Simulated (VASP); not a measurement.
# Zr (P6_3/mmc) in VASP: further runs

The runs below take Zr through single point, relaxation of cell and atoms, with revPBE+D3(BJ).

Everything below comes from runs of VASP 6.6.1. Logs are shortened: lines on timing, memory, paths and dates and some standing lists are left out, and cuts for length are marked.

## 1. The cell of the first run

It takes space group P6_3/mmc (No. 194, hexagonal). Conventional cell: a = 3.190 Å, b = 3.190 Å, c = 5.110 Å, α = 90.00°, β = 90.00°, γ = 120.00°. Zr (site symmetry -6m2) has 12 Zr at 3.15 to 3.19 Å within 4.1 Å.

## 2. Single point, revPBE+D3(BJ)

Input file INCAR:

```
  PREC = Accurate
  ENCUT = 500
  EDIFF = 1E-6
  ISMEAR = 0
  SIGMA = 0.1
  LREAL = F
  LASPH = T
  NELM = 120
  ALGO = Normal
  ISIF = 2
  LWAVE = F
  LCHARG = F
  GGA = RE
  IVDW = 12
  NBANDS = 19
  GGA_COMPAT = F
```

Input file KPOINTS:

```
regular mesh
0
Gamma
  6 6 4
```

Input file POSCAR:

```
Zr
1.0
    3.1900000000      0.0000000000      0.0000000000
   -1.5950000000      2.7626210000      0.0000000000
    0.0000000000      0.0000000000      5.1100000000
Zr
2
Direct
    0.3333333000      0.6666667000      0.2500000000
    0.6666667000      0.3333333000      0.7500000000
```

Potentials or basis: VASP PAW PBE potentials, release 64 (Zr_sv).

Launch:

```sh
> cat potpaw_PBE.64/Zr_sv/POTCAR > POTCAR
> mpirun -np 1 vasp_std > vasp.out
```

OUTCAR:

```text
PREC = Accurate
   ENCUT = 500
   EDIFF = 1E-6
   ISMEAR = 0
   LREAL = F
   LASPH = T
   NELM = 120
   ISIF = 2
   GGA = RE
   IVDW = 12
 IVDW          = 12

 ion  position               nearest neighbor table
   1  0.333  0.667  0.250-   2 3.15   2 3.15   2 3.15   2 3.15   2 3.15   2 3.15
   2  0.667  0.333  0.750-   1 3.15   1 3.15   1 3.15   1 3.15   1 3.15   1 3.15

  LATTYP: Found a hexagonal cell.
 ALAT       =     3.1900000000
 C/A-ratio  =     1.6018808777

  Lattice vectors:

 A1 = (   3.1900000000,   0.0000000000,   0.0000000000)
 A2 = (  -1.5950000000,   2.7626210000,   0.0000000000)
 A3 = (   0.0000000000,   0.0000000000,   5.1100000000)

Analysis of symmetry for initial positions (statically):
=====================================================================
 Subroutine PRICEL returns:
 Original cell was already a primitive cell.

 Routine SETGRP: Setting up the symmetry group for a
 hexagonal supercell.

 Subroutine GETGRP returns: Found 24 space group operations
 (whereof 12 operations were pure point group operations)
 out of a pool of 24 trial point group operations.

The static configuration has the point symmetry D_3d.
 The point group associated with its full space group is D_6h.

Analysis of symmetry for dynamics (positions and initial velocities):
=====================================================================
 Subroutine PRICEL returns:
 Original cell was already a primitive cell.

 Routine SETGRP: Setting up the symmetry group for a
 hexagonal supercell.

 Subroutine GETGRP returns: Found 24 space group operations
 (whereof 12 operations were pure point group operations)
 out of a pool of 24 trial point group operations.

The dynamic configuration has the point symmetry D_3d.
 The point group associated with its full space group is D_6h.

 Subroutine INISYM returns: Found 24 space group operations
 (whereof 12 operations are pure point group operations),
 and found     1 'primitive' translations

----------------------------------------------------------------------------------------

                                     Primitive cell

  volume of cell :      45.0332

  direct lattice vectors                    reciprocal lattice vectors
     3.190000000  0.000000000  0.000000000     0.313479624  0.180987548  0.000000000
    -1.595000000  2.762621000  0.000000000     0.000000000  0.361975095  0.000000000
     0.000000000  0.000000000  5.110000000     0.000000000  0.000000000  0.195694716

  length of vectors
     3.190000000  3.189999967  5.110000000     0.361975092  0.361975095  0.195694716

  position of ions in fractional coordinates (direct lattice)
     0.333333300  0.666666700  0.250000000
     0.666666700  0.333333300  0.750000000

  ion indices of the primitive-cell ions
   primitive index   ion index
                 1           1
                 2           2

----------------------------------------------------------------------------------------

 KPOINTS: regular mesh

Automatic generation of k-mesh.
 Grid dimensions read from file:
 generate k-points for:    6    6    4

 Generating k-lattice:

  Cartesian coordinates                     Fractional coordinates (reciprocal lattice)
     0.052246604  0.030164591  0.000000000     0.166666667  0.000000000  0.000000000
     0.000000000  0.060329183  0.000000000     0.000000000  0.166666667  0.000000000
     0.000000000  0.000000000  0.048923679     0.000000000  0.000000000  0.250000000

  Length of vectors
     0.060329182  0.060329183  0.048923679

  Shift w.r.t. Gamma in fractional coordinates (k-lattice)
     0.000000000  0.000000000  0.000000000

 Subroutine IBZKPT returns following result:
 ===========================================

 Found     21 irreducible k-points:

 Following reciprocal coordinates:
            Coordinates               Weight
  0.000000  0.000000  0.000000      1.000000
  0.166667  0.000000  0.000000      6.000000
  0.333333  0.000000  0.000000      6.000000
  0.500000  0.000000  0.000000      3.000000
  0.166667  0.166667  0.000000      6.000000
  0.333333  0.166667  0.000000     12.000000
[... 13 lines left out ...]
  0.333333  0.166667  0.500000     12.000000
  0.333333  0.333333  0.500000      2.000000
   k-points           NKPTS =     21   k-points in BZ     NKDIM =     21   number of bands    NBANDS=     19
   number of dos      NEDOS =    301   number of ions     NIONS =      2
   total plane-waves  NPLWV =  23040
   dimension x,y,z NGX =    24 NGY =   24 NGZ =   40
   dimension x,y,z NGXF=    48 NGYF=   48 NGZF=   80
   ions per type =               2
   NGX,Y,Z   is equivalent  to a cutoff of  12.51, 12.51, 13.01 a.u.
   NGXF,Y,Z  is equivalent  to a cutoff of  25.02, 25.02, 26.03 a.u.
 SYSTEM =  unknown system
   PREC   = accura    normal or accurate (medium, high low for compatibility)
   ISTART =      0    job   : 0-new  1-cont  2-samecut
   ICHARG =      2    charge: 1-file 2-atom 10-const
   ISPIN  =      1    spin polarized calculation?
   LNONCOLLINEAR =      F non collinear calculations
   LSORBIT =      F    spin-orbit coupling
   LASPH  =      T    aspherical Exc in radial PAW
   ENCUT  =  500.0 eV  36.75 Ry    6.06 a.u.   5.82  5.82  9.32*2*pi/ulx,y,z
   NELM   =    120;   NELMIN=  2; NELMDL= -5     # of ELM steps
   EDIFF  = 0.1E-05   stopping-criterion for ELM
   LREAL  =      F    real-space projection
[... 7 lines left out ...]
   TEBEG  =    0.0;   TEEND  =   0.0 temperature during run
   PSTRESS=    0.0 pullay stress
   NELECT =      24.0000    total number of electrons
   NUPDOWN=      -1.0000    fix difference up-down
   EMIN   =  10.00;   EMAX   =-10.00  energy-range for DOS
   EFERMI =   0.00;   METHOD = LEGACY
   ISMEAR =     0;   SIGMA  =   0.10  broadening in eV -4-tet -1-fermi 0-gaus
   EFERMI_NEDOS =   21; number of points for ismear=-14 and -15
   IALGO  =     38    algorithm
   IMIX   =      4    mixing-type and parameters
     AMIX     =   0.40;   BMIX     =  1.00
     AMIX_MAG =   1.60;   BMIX_MAG =  1.00
  volume/ion in A,a.u.               =      22.52       151.95
  Fermi-wavevector in a.u.,A,eV,Ry     =   1.327295  2.508225 23.969564  1.761713
  Thomas-Fermi vector in A             =   2.456618
   LORBIT       =      0    0 simple, 1 ext, 2 COOP (PROOUT), +10 PAW based schemes
   GGA     = RE    functional components
   LHFCALC =     F    Hartree Fock is set to
   AEXX    =    0.0000 exact exchange contribution
   IVDW    =    12    specifies the selected vdW correction
   LEPSILON=     F    determine dielectric tensor
   LRPA    =     F    only Hartree local field effects (RPA)
 non-spin polarized calculation
 Gauss-broadening in eV      SIGMA  =   0.10
  energy-cutoff  :      500.00
  volume of cell :       45.03
 maximum number of plane-waves:      1170
 NGX is ok and might be reduce to    24
   NGX = 11   NGY = 11   NGZ = 19

 number of electron      24.0000000 magnetization

 Free energy of the ion-electron system (eV)
  ---------------------------------------------------
  ext. energy  EPLUGINS =         0.00000000
  ---------------------------------------------------
  free energy    TOTEN  =       -16.32022103 eV

  energy without entropy =      -16.30737006  energy(sigma->0) =      -16.31379554

 E-fermi :   9.4812     XC(G=0): -11.1813

 val. band max:        9.4427716081   @ k =   0.0000   0.0000   0.5000
 cond. band min:       9.5354175007   @ k =   0.1667   0.1667   0.5000
 fundamental gap:      0.0926458926
 Fermi energy:         9.4812037120

 k-point     1 :       0.0000    0.0000    0.0000
  band No.  band energies     occupation
      1     -39.3566      2.00000
      2     -39.1833      2.00000
      3     -17.9396      2.00000
      4     -16.9682      2.00000
      5     -16.9682      2.00000
      6     -16.8364      2.00000
[... 11 lines left out ...]
     18      11.6820      0.00000
     19      14.0347      0.00000

 k-point     2 :       0.1667    0.0000    0.0000
  band No.  band energies     occupation
      1     -39.3221      2.00000
      2     -39.1691      2.00000
      3     -17.8490      2.00000
      4     -17.1664      2.00000
      5     -17.0307      2.00000
      6     -17.0182      2.00000
[... 11 lines left out ...]
     18      11.7267      0.00000
     19      14.4310      0.00000

 k-point     3 :       0.3333    0.0000    0.0000
  band No.  band energies     occupation
      1     -39.2464      2.00000
      2     -39.1463      2.00000
      3     -17.6274      2.00000
      4     -17.5593      2.00000
      5     -17.3901      2.00000
      6     -17.1462      2.00000
[... 11 lines left out ...]
     18      13.4991      0.00000
     19      14.8248      0.00000

 k-point     4 :       0.5000    0.0000    0.0000
  band No.  band energies     occupation
      1     -39.1998      2.00000
      2     -39.1432      2.00000
      3     -17.7523      2.00000
      4     -17.5644      2.00000
      5     -17.4616      2.00000
      6     -17.2008      2.00000
[... 11 lines left out ...]
     18      14.9705      0.00000
     19      15.8422      0.00000

 k-point     5 :       0.1667    0.1667    0.0000
  band No.  band energies     occupation
      1     -39.2667      2.00000
      2     -39.1508      2.00000
      3     -17.6911      2.00000
      4     -17.3738      2.00000
      5     -17.3589      2.00000
      6     -17.0942      2.00000
[... 11 lines left out ...]
     18      13.3556      0.00000
     19      14.5200      0.00000

 k-point     6 :       0.3333    0.1667    0.0000
  band No.  band energies     occupation
      1     -39.2003      2.00000
      2     -39.1428      2.00000
      3     -17.6510      2.00000
      4     -17.4971      2.00000
      5     -17.4655      2.00000
      6     -17.2721      2.00000
[... 11 lines left out ...]
     18      14.5383      0.00000
     19      15.5857      0.00000

 k-point     7 :       0.3333    0.3333    0.0000
  band No.  band energies     occupation
      1     -39.1591      2.00000
      2     -39.1591      2.00000
      3     -17.5998      2.00000
      4     -17.4341      2.00000
      5     -17.4341      2.00000
      6     -17.2710      2.00000
[... 11 lines left out ...]
     18      14.2744      0.00000
     19      16.1201      0.00000

 k-point     8 :       0.0000    0.0000    0.2500
  band No.  band energies     occupation
      1     -39.3317      2.00000
      2     -39.2091      2.00000
      3     -17.7877      2.00000
      4     -17.0088      2.00000
      5     -16.9462      2.00000
      6     -16.9462      2.00000
[... 190 lines left out ...]
 k-point    17 :       0.3333    0.0000    0.5000
  band No.  band energies     occupation
      1     -39.1966      2.00000
      2     -39.1966      2.00000
      3     -17.6750      2.00000
      4     -17.6750      2.00000
      5     -17.1065      2.00000
      6     -17.1065      2.00000
[... 11 lines left out ...]
     18      13.8490      0.00000
     19      14.1602      0.00000

 k-point    18 :       0.5000    0.0000    0.5000
  band No.  band energies     occupation
      1     -39.1715      2.00000
      2     -39.1715      2.00000
      3     -17.8272      2.00000
      4     -17.8272      2.00000
      5     -17.1045      2.00000
      6     -17.1045      2.00000
[... 11 lines left out ...]
     18      14.8105      0.00000
     19      14.8521      0.00000

 k-point    19 :       0.1667    0.1667    0.5000
  band No.  band energies     occupation
      1     -39.2090      2.00000
      2     -39.2090      2.00000
      3     -17.5797      2.00000
      4     -17.5797      2.00000
      5     -17.1264      2.00000
      6     -17.1264      2.00000
[... 11 lines left out ...]
     18      13.6611      0.00000
     19      14.2485      0.00000

 k-point    20 :       0.3333    0.1667    0.5000
  band No.  band energies     occupation
      1     -39.1715      2.00000
      2     -39.1715      2.00000
      3     -17.7423      2.00000
      4     -17.7423      2.00000
      5     -17.2462      2.00000
      6     -17.2462      2.00000
[... 11 lines left out ...]
     18      14.3562      0.00000
     19      15.7530      0.00000

 k-point    21 :       0.3333    0.3333    0.5000
  band No.  band energies     occupation
      1     -39.1590      2.00000
      2     -39.1590      2.00000
      3     -17.6814      2.00000
      4     -17.6814      2.00000
      5     -17.4284      2.00000
      6     -17.4284      2.00000
[... 11 lines left out ...]
     18      14.0029      0.00000
     19      17.8021      0.00000

------------------------ aborting loop because EDIFF is reached ----------------------------------------

 Edisp (eV)   -1.95884

 E8    (eV) :    -1.4684

  FORCE on cell =-STRESS in cart. coord.  units (eV):
  Direction    XX          YY          ZZ          XY          YZ          ZX
  --------------------------------------------------------------------------------------
  -------------------------------------------------------------------------------------
  Total      -0.61955    -0.61955    -0.49576     0.00000     0.00000     0.00000
  in kB     -22.04229   -22.04229   -17.63790     0.00000     0.00000     0.00000
  external pressure =      -20.57 kB  Pullay stress =        0.00 kB

 VOLUME and BASIS-vectors are now :
 -----------------------------------------------------------------------------
  energy-cutoff  :      500.00
  volume of cell :       45.03
      direct lattice vectors                 reciprocal lattice vectors
     3.190000000  0.000000000  0.000000000     0.313479624  0.180987548  0.000000000
    -1.595000000  2.762621000  0.000000000     0.000000000  0.361975095  0.000000000
     0.000000000  0.000000000  5.110000000     0.000000000  0.000000000  0.195694716

 POSITION                                       TOTAL-FORCE (eV/Angst)
 -----------------------------------------------------------------------------------
     -0.00000      1.84175      1.27750        -0.000000     -0.000000      0.000000
      1.59500      0.92087      3.83250         0.000000      0.000000      0.000000
 -----------------------------------------------------------------------------------
    total drift:                               -0.000097      0.000056     -0.000002

  FREE ENERGIE OF THE ION-ELECTRON SYSTEM (eV)
  ---------------------------------------------------
  free  energy   TOTEN  =       -18.2790568989 eV

  energy  without entropy=      -18.2662059345  energy(sigma->0) =      -18.27263142
```

Wall time 21 s (1 thread of Intel Xeon 8259CL, shared host); peak memory 0.17 GiB.

Results:

- Free energy: -18.2791 eV
- Pressure: -2.1 GPa
- Band gap on the k mesh: zero (band 12 reaches 10.32 eV, above the bottom of band 13 at 9.43 eV)
- Dispersion energy per atom: -0.979 eV

Caveat: the k points lie up to 0.38 Å⁻¹ apart; the PAW data sets were made with another functional, which shifts forces and pressure a little; pairwise dispersion overbinds metals, which lowers pressure and volume.

## 3. Single point, revPBE+D3(BJ)

This run uses another cell than the first one, of 22.08 Å³/atom, 0.981 times its volume.

INCAR is that of step 2.

Input file KPOINTS:

```
regular mesh
0
Gamma
  15 15 8
```

Input file POSCAR:

```
Zr
1.0
    3.1644845084      0.0000000000      0.0000000000
   -1.5822422542      2.7405239742      0.0000000000
    0.0000000000      0.0000000000      5.0922009698
Zr
2
Direct
    0.3333333333      0.6666666667      0.2500000000
    0.6666666667      0.3333333333      0.7500000000
```

Potentials or basis: VASP PAW PBE potentials, release 64 (Zr_sv).

Launch:

```sh
> cat potpaw_PBE.64/Zr_sv/POTCAR > POTCAR
> mpirun -np 1 vasp_std > vasp.out
```

Wall time 2 min (1 thread of Intel Xeon 8259CL, shared host); peak memory 0.23 GiB.

Results (log left out):

```
Free energy                : -18.2903 eV
Pressure                   : 0.0 GPa
Band gap on the k mesh     : zero (band 12 reaches 10.66 eV, above the bottom of band 13 at 9.32 eV)
Dispersion energy per atom : -1.000 eV
```

Levels at points of the mesh, in eV from the Fermi level:
| k point | band 10 | band 11 | band 12 | band 13 | band 14 | band 15 |
| --- | --- | --- | --- | --- | --- | --- |
| (0.00, 0.00, 0.00) | -3.19 | 0.87 | 0.87 | 0.93 | 1.27 | 1.59 |
| (0.00, 0.00, 0.50) | -4.01 | -0.03 | -0.03 | 0.79 | 0.79 | 0.79 |

Caveat: the PAW data sets were made with another functional, which shifts forces and pressure a little; pairwise dispersion overbinds metals, which lowers pressure and volume.

## 4. Relaxation of cell and atoms, revPBE+D3(BJ)

Input file INCAR:

```
SYSTEM = Zr
ALGO = Normal
EDIFF = 1E-7
EDIFFG = -0.002
ENCUT = 500
GGA = RE
GGA_COMPAT = .False.
IBRION = 2
ISIF = 3
ISMEAR = 0
IVDW = 12
LASPH = .True.
LCHARG = .False.
LREAL = .False.
LWAVE = .False.
NELM = 120
NELMIN = 4
NSW = 100
PREC = Accurate
SIGMA = 0.1
```

Input file KPOINTS:

```
k-points
0
Gamma
  15 15 8
  0 0 0
```

Input file POSCAR:

```
Zr
1.0
    3.1900000000      0.0000000000      0.0000000000
   -1.5950000000      2.7626210000      0.0000000000
    0.0000000000      0.0000000000      5.1100000000
Zr
2
Direct
    0.3333333000      0.6666667000      0.2500000000
    0.6666667000      0.3333333000      0.7500000000
```

Launch:

```sh
> cat potpaw_PBE.64/Zr_sv/POTCAR > POTCAR
> mpirun -np 1 vasp_std > vasp.out
```

Wall time 6.6 min (1 thread of Intel Xeon 8259CL, shared host); peak memory 0.23 GiB.

Results (log left out):

* Free energy: -18.2906 eV
* Relaxed volume: 22.08 Å³/atom
* Relaxed cell: a = 3.165 Å, b = 3.165 Å, c = 5.091 Å, α = 90.00°, β = 90.00°, γ = 120.00°
* Space group after relaxing (to 0.05 Å): P6_3/mmc (No. 194)
* Energy gained by relaxing: 2.7 meV/atom
* Ionic steps: 5
* Pressure after relaxing: 0.0 GPa
* Band gap on the k mesh: zero (band 12 reaches 10.67 eV, above the bottom of band 13 at 9.32 eV)
* Dispersion energy per atom: -1.000 eV

The path:
```
step  energy change (eV)  largest force (eV/Å)  pressure (GPa)  volume (Å³)
   1              0.0000                0.0000           -1.86        45.03
   2             -0.0005                0.0000            1.89        43.35
   3             -0.0052                0.0000            0.01        44.16
   4             -0.0053                0.0000            0.00        44.15
   5             -0.0053                0.0000            0.00        44.15
```

Final structure:
```cif
data_structure
_symmetry_space_group_name_H-M 'P 1'
_symmetry_Int_Tables_number 1
_cell_length_a 3.1646
_cell_length_b 3.1646
_cell_length_c 5.0909
_cell_angle_alpha 90.000
_cell_angle_beta 90.000
_cell_angle_gamma 120.000
_cell_volume 44.15
loop_
_atom_site_label
_atom_site_type_symbol
_atom_site_fract_x
_atom_site_fract_y
_atom_site_fract_z
_atom_site_occupancy
Zr1 Zr 0.33333 0.66667 0.25000 1
Zr2 Zr 0.66667 0.33333 0.75000 1
```

Levels at points of the mesh, in eV from the Fermi level:
```tsv
k point	band 9	band 10	band 11	band 12	band 13	band 14	band 15	band 16
(0.00, 0.00, 0.00)	-5.76	-3.19	0.87	0.87	0.93	1.27	1.59	1.59
(0.00, 0.00, 0.50)	-4.01	-4.01	-0.03	-0.03	0.79	0.79	0.79	0.79
```

Caveat: the PAW data sets were made with another functional, which shifts forces and pressure a little; pairwise dispersion overbinds metals, which lowers pressure and volume.

## 5. The runs side by side

| task | cell | k mesh | gap on the mesh (eV) | pressure (GPa) |
| --- | --- | --- | --- | --- |
| single point | a = 3.190, b = 3.190, c = 5.110 Å, angles 90.0, 90.0, 120.0°, 2 atoms | 6 × 6 × 4 | none | -2.1 |
| single point | a = 3.164, b = 3.164, c = 5.092 Å, angles 90.0, 90.0, 120.0°, 2 atoms | 15 × 15 × 8 | none | 0.0 |
| relaxation of cell and atoms | relaxed from a = 3.190, b = 3.190, c = 5.110 Å, angles 90.0, 90.0, 120.0°, 2 atoms | 15 × 15 × 8 | none | 0.0 |

Alike in all rows: level revPBE+D3(BJ); potentials or basis VASP PAW PBE potentials, release 64 (Zr_sv); no spin polarisation; cutoff (eV) 500; smearing gaussian 0.1 eV.

Caveats: some runs use coarse meshes; the PAW data sets were made with another functional, which shifts forces and pressure a little; pairwise dispersion overbinds metals, which lowers pressure and volume.

Absolute energies hang on the potentials; compare differences alone.
